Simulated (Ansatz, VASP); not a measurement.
One calculation of BaTiO3, two programs

```
Ba Ti O
1.0
     4.00600    0.00000    0.00000
     0.00000    4.00600    0.00000
     0.00000    0.00000    3.92588
Ba Ti O
1 1 3
Direct
  0.50000 0.50000 0.50000
  0.00000 0.00000 0.00000
  0.50000 0.00000 0.00000
  0.00000 0.50000 0.00000
  0.00000 0.00000 0.50000
```

Change from the starting cell: z stretched by -2 %, ions relaxed.

Alike in both runs: functional PBE; k mesh 8 × 8 × 8; occupations fermi-dirac, width 0.02 eV; no spin polarisation.

Ansatz relaxed the structure, and its values are those at the end. VASP's run is a single point on that final structure, the one shown.

```csv
,VASP,Ansatz
version,VASP 6.6.1,Ansatz 0.2.0
potentials or method,"VASP PAW PBE potentials, release 64 (Ba_sv, Ti_sv, O)","plane-wave PAW, scalar-relativistic"
plane-wave cutoff (eV),520,420
valence electrons in the cell,40,40
```

Ansatz gave:

```
gap on the k mesh at the Fermi level (eV) : 1.80
pressure (GPa)                            : 5.4
```

Problem. Estimate VASP's values.

Solution. gap on the k mesh at the Fermi level (eV): 1.74; pressure (GPa): 7.3.

Ansatz's warnings: stress scf threshold loose.

Spin-orbit coupling is off throughout.
